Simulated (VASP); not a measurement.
# Ta (I4/mmm) in VASP: a series of runs

Ta is run at these levels: PBEsol; tasks: single point.

All numbers are computed with VASP 6.6.1; they aren't measurements. Logs are shortened: lines on timing, memory, paths and dates and some standing lists are left out, and cuts for length are marked.

**1. The cell of the first run**

It takes space group I4/mmm (No. 139, tetragonal). Conventional cell: a = 3.303 Å, b = 3.303 Å, c = 3.253 Å, α = 90.00°, β = 90.00°, γ = 90.00°. Ta (site symmetry 4/mmm) has 14 Ta at 2.85 to 3.30 Å within 3.7 Å.

**2. Single point, PBEsol (strain -0.0150 x Voigt [1, 0, 0, 0, 0, 0])**

The input, INCAR:

```
SYSTEM = Ta
  PREC = Accurate
  ENCUT = 520
  EDIFF = 1E-6
  ISMEAR = 0
  SIGMA = 0.15
  LREAL = .False.
  LASPH = .True.
  NELM = 60
  ALGO = Normal
  ISIF = 2
  LWAVE = .False.
  LCHARG = .False.
  GGA = PS
  NBANDS = 12
```

The input, KPOINTS:

```
regular mesh
0
Gamma
  20 20 20
  0 0 0
```

The input, POSCAR:

```
Ta
1.0
   -1.6265108000      1.6512800000      1.6512800000
    1.6265108000     -1.6512800000      1.6512800000
    1.6265108000      1.6512800000     -1.6512800000
Ta
1
Direct
    0.0000000000      0.0000000000      0.0000000000
```

Potentials or basis: VASP PAW PBE potentials, release 64 (Ta_pv).

Command:

```bash
$ cat potpaw_PBE.64/Ta_pv/POTCAR > POTCAR
$ mpirun -np 1 vasp_std > vasp.out
```

OUTCAR:

```text
SYSTEM = Ta
   PREC = Accurate
   ENCUT = 520
   EDIFF = 1E-6
   ISMEAR = 0
   LREAL = .False.
   LASPH = .True.
   NELM = 60
   ISIF = 2
   GGA = PS

 ion  position               nearest neighbor table
   1  0.000  0.000  0.000-

  LATTYP: Found a body centered tetragonal cell.
 ALAT       =     3.3025600000
 C/A-ratio  =     0.9850000000

  Lattice vectors:

 A1 = (  -1.6265108000,   1.6512800000,  -1.6512800000)
 A2 = (  -1.6265108000,  -1.6512800000,   1.6512800000)
 A3 = (   1.6265108000,   1.6512800000,   1.6512800000)

Analysis of symmetry for initial positions (statically):
=====================================================================
 Subroutine PRICEL returns:
 Original cell was already a primitive cell.

 Routine SETGRP: Setting up the symmetry group for a
 body centered tetragonal supercell.

 Subroutine GETGRP returns: Found 16 space group operations
 (whereof 16 operations were pure point group operations)
 out of a pool of 16 trial point group operations.

The static configuration has the point symmetry D_4h.

Analysis of symmetry for dynamics (positions and initial velocities):
=====================================================================
 Subroutine PRICEL returns:
 Original cell was already a primitive cell.

 Routine SETGRP: Setting up the symmetry group for a
 body centered tetragonal supercell.

 Subroutine GETGRP returns: Found 16 space group operations
 (whereof 16 operations were pure point group operations)
 out of a pool of 16 trial point group operations.

The dynamic configuration has the point symmetry D_4h.

 Subroutine INISYM returns: Found 16 space group operations
 (whereof 16 operations are pure point group operations),
 and found     1 'primitive' translations

----------------------------------------------------------------------------------------

                                     Primitive cell

  volume of cell :      17.7402

  direct lattice vectors                    reciprocal lattice vectors
    -1.626510800  1.651280000  1.651280000     0.000000000  0.302795407  0.302795407
     1.626510800 -1.651280000  1.651280000     0.307406505  0.000000000  0.302795407
     1.626510800  1.651280000 -1.651280000     0.307406505  0.302795407  0.000000000

  length of vectors
     2.845872214  2.845872214  2.845872214     0.428217371  0.431490229  0.431490229

  position of ions in fractional coordinates (direct lattice)
     0.000000000  0.000000000  0.000000000

  ion indices of the primitive-cell ions
   primitive index   ion index
                 1           1

----------------------------------------------------------------------------------------

 KPOINTS: regular mesh

Automatic generation of k-mesh.
 Grid dimensions read from file:
 generate k-points for:   20   20   20

 Generating k-lattice:

  Cartesian coordinates                     Fractional coordinates (reciprocal lattice)
     0.000000000  0.015139770  0.015139770     0.050000000  0.000000000  0.000000000
     0.015370325  0.000000000  0.015139770     0.000000000  0.050000000  0.000000000
     0.015370325  0.015139770  0.000000000     0.000000000  0.000000000  0.050000000

  Length of vectors
     0.021410869  0.021574511  0.021574511

  Shift w.r.t. Gamma in fractional coordinates (k-lattice)
     0.000000000  0.000000000  0.000000000

 Subroutine IBZKPT returns following result:
 ===========================================

 Found    641 irreducible k-points:

 Following reciprocal coordinates:
            Coordinates               Weight
  0.000000  0.000000  0.000000      1.000000
  0.050000  0.000000  0.000000      4.000000
  0.100000  0.000000  0.000000      4.000000
  0.150000  0.000000  0.000000      4.000000
  0.200000  0.000000  0.000000      4.000000
  0.250000  0.000000  0.000000      4.000000
[... 16 lines left out ...]
  0.050000  0.100000  0.000000     16.000000
  0.100000  0.100000  0.000000     16.000000
 [... further k-points ...]
   k-points           NKPTS =    641   k-points in BZ     NKDIM =    641   number of bands    NBANDS=     12
   number of dos      NEDOS =    301   number of ions     NIONS =      1
   total plane-waves  NPLWV =  13824
   dimension x,y,z NGX =    24 NGY =   24 NGZ =   24
   dimension x,y,z NGXF=    48 NGYF=   48 NGZF=   48
   ions per type =               1
   NGX,Y,Z   is equivalent  to a cutoff of  14.02, 14.02, 14.02 a.u.
   NGXF,Y,Z  is equivalent  to a cutoff of  28.04, 28.04, 28.04 a.u.
 SYSTEM =  Ta
   PREC   = accura    normal or accurate (medium, high low for compatibility)
   ISTART =      0    job   : 0-new  1-cont  2-samecut
   ICHARG =      2    charge: 1-file 2-atom 10-const
   ISPIN  =      1    spin polarized calculation?
   LNONCOLLINEAR =      F non collinear calculations
   LSORBIT =      F    spin-orbit coupling
   LASPH  =      T    aspherical Exc in radial PAW
   ENCUT  =  520.0 eV  38.22 Ry    6.18 a.u.   5.29  5.29  5.29*2*pi/ulx,y,z
   NELM   =     60;   NELMIN=  2; NELMDL= -5     # of ELM steps
   EDIFF  = 0.1E-05   stopping-criterion for ELM
   LREAL  =      F    real-space projection
   EDIFFG = 0.1E-04   stopping-criterion for IOM
   NSW    =      0    number of steps for IOM
   IBRION =     -1    ionic relax: 0-MD 1-quasi-New 2-CG
   NFREE  =      0    steps in history (QN), initial steepest desc. (CG)
   ISIF   =      2    stress and relaxation
   ISYM   =      2    0-nonsym 1-usesym 2-fastsym
   POTIM  = 0.5000    time-step for ionic-motion
   TEBEG  =    0.0;   TEEND  =   0.0 temperature during run
   PSTRESS=    0.0 pullay stress
   NELECT =      11.0000    total number of electrons
   NUPDOWN=      -1.0000    fix difference up-down
   EMIN   =  10.00;   EMAX   =-10.00  energy-range for DOS
   EFERMI =   0.00;   METHOD = LEGACY
   ISMEAR =     0;   SIGMA  =   0.15  broadening in eV -4-tet -1-fermi 0-gaus
   EFERMI_NEDOS =   21; number of points for ismear=-14 and -15
   IALGO  =     38    algorithm
   IMIX   =      4    mixing-type and parameters
     AMIX     =   0.40;   BMIX     =  1.00
     AMIX_MAG =   1.60;   BMIX_MAG =  1.00
  volume/ion in A,a.u.               =      17.74       119.72
  Fermi-wavevector in a.u.,A,eV,Ry     =   1.396003  2.638063 26.515355  1.948824
  Thomas-Fermi vector in A             =   2.519399
   LORBIT       =      0    0 simple, 1 ext, 2 COOP (PROOUT), +10 PAW based schemes
   GGA     = PS    functional components
   LHFCALC =     F    Hartree Fock is set to
   AEXX    =    0.0000 exact exchange contribution
   IVDW    =     0    specifies the selected vdW correction
   LEPSILON=     F    determine dielectric tensor
   LRPA    =     F    only Hartree local field effects (RPA)
 non-spin polarized calculation
 Gauss-broadening in eV      SIGMA  =   0.15
  energy-cutoff  :      520.00
  volume of cell :       17.74
 maximum number of plane-waves:       488
 NGX is ok and might be reduce to    24
   NGX = 11   NGY = 11   NGZ = 11

 number of electron      11.0000002 magnetization

 Free energy of the ion-electron system (eV)
  ---------------------------------------------------
  ext. energy  EPLUGINS =         0.00000000
  ---------------------------------------------------
  free energy    TOTEN  =       -12.55748212 eV

  energy without entropy =      -12.54310468  energy(sigma->0) =      -12.55029340

 E-fermi :   5.4297     XC(G=0): -12.8066

 val. band max:        5.4292535647   @ k =   0.4000  -0.2500   0.1000
 cond. band min:       5.4301286488   @ k =   0.3500  -0.0500   0.0500
 fundamental gap:      0.0008750840
 Fermi energy:         5.4297030984

 k-point     1 :       0.0000    0.0000    0.0000
  band No.  band energies     occupation
      1     -27.5246      2.00000
      2     -27.5246      2.00000
      3     -27.5204      2.00000
      4      -2.5437      2.00000
      5       6.0334      0.00000
      6       6.2301      0.00000
      7       6.2301      0.00000
      8       9.3485      0.00000
      9       9.6207      0.00000
     10      20.1549      0.00000
     11      20.4663      0.00000
     12      20.4663      0.00000

 k-point     2 :       0.0500    0.0000    0.0000
  band No.  band energies     occupation
      1     -27.5579      2.00000
      2     -27.5303      2.00000
      3     -27.5245      2.00000
      4      -2.4301      2.00000
      5       6.0171      0.00000
      6       6.1577      0.00000
      7       6.3413      0.00000
      8       9.2243      0.00000
      9       9.6161      0.00000
     10      20.1547      0.00000
     11      20.5724      0.00000
     12      20.7718      0.00000

 k-point     3 :       0.1000    0.0000    0.0000
  band No.  band energies     occupation
      1     -27.6536      2.00000
      2     -27.5589      2.00000
      3     -27.5244      2.00000
      4      -2.0991      2.00000
      5       5.9478      0.00000
      6       5.9547      0.00000
      7       6.6723      0.00000
      8       8.9435      0.00000
      9       9.6081      0.00000
     10      20.1542      0.00000
     11      20.8509      0.00000
     12      21.5156      0.00000
[... 286 lines left out ...]
 k-point    23 :       0.0500    0.1000    0.0000
  band No.  band energies     occupation
      1     -27.7415      2.00000
      2     -27.5804      2.00000
      3     -27.5344      2.00000
      4      -1.7744      2.00000
      5       5.6799      0.01833
      6       5.9436      0.00000
      7       6.9672      0.00000
      8       8.8182      0.00000
      9       9.5817      0.00000
     10      20.1538      0.00000
     11      21.1775      0.00000
     12      21.8727      0.00000

 k-point    24 :       0.1000    0.1000    0.0000
  band No.  band energies     occupation
      1     -27.8756      2.00000
      2     -27.6070      2.00000
      3     -27.5532      2.00000
      4      -1.2737      2.00000
      5       5.4930      0.55065
      6       5.6327      0.05560
      7       7.5697      0.00000
      8       8.5456      0.00000
      9       9.7187      0.00000
     10      20.1527      0.00000
     11      21.5521      0.00000
     12      22.4236      0.00000

 [... further k-points ...]
[... 5 lines left out ...]
  --------------------------------------------------------------------------------------
  -------------------------------------------------------------------------------------
  Total        0.0825235     -0.1320998     -0.1320998      0.0000000      0.0000000     -0.0000000
  in kB        7.4529790    -11.9303815    -11.9303815      0.0000000      0.0000000     -0.0000000
  external PRESSURE =      -5.4692613 kB  Pullay stress =       0.0000000 kB

 VOLUME and BASIS-vectors are now :
 -----------------------------------------------------------------------------
  energy-cutoff  :      520.00
  volume of cell :       17.74
      direct lattice vectors                 reciprocal lattice vectors
    -1.626510800  1.651280000  1.651280000     0.000000000  0.302795407  0.302795407
     1.626510800 -1.651280000  1.651280000     0.307406505  0.000000000  0.302795407
     1.626510800  1.651280000 -1.651280000     0.307406505  0.302795407  0.000000000

 POSITION                                       TOTAL-FORCE (eV/Angst)
 -----------------------------------------------------------------------------------
      0.00000      0.00000      0.00000         0.000000     -0.000000     -0.000000
 -----------------------------------------------------------------------------------
    total drift:                               -0.000000      0.000000      0.000000

  FREE ENERGIE OF THE ION-ELECTRON SYSTEM (eV)
  ---------------------------------------------------
  free  energy   TOTEN  =       -12.5574821156 eV

  energy  without entropy=      -12.5431046801  energy(sigma->0) =      -12.55029340
```

Wall time 32 s (1 thread of Intel Xeon 6975P-C (Granite Rapids), shared host); peak memory 0.25 GiB.

Results:

```yaml
Free_energy: -12.5575 eV
Pressure: -0.5 GPa
```

Caveat: the cell differs from its parent crystal (strain -0.0150 x Voigt [1, 0, 0, 0, 0, 0]); the PAW data sets were made with another functional, which shifts forces and pressure a little; spin-orbit coupling is left out, which moves the levels of the heavy elements.

(Continued in part 2 of 2.)
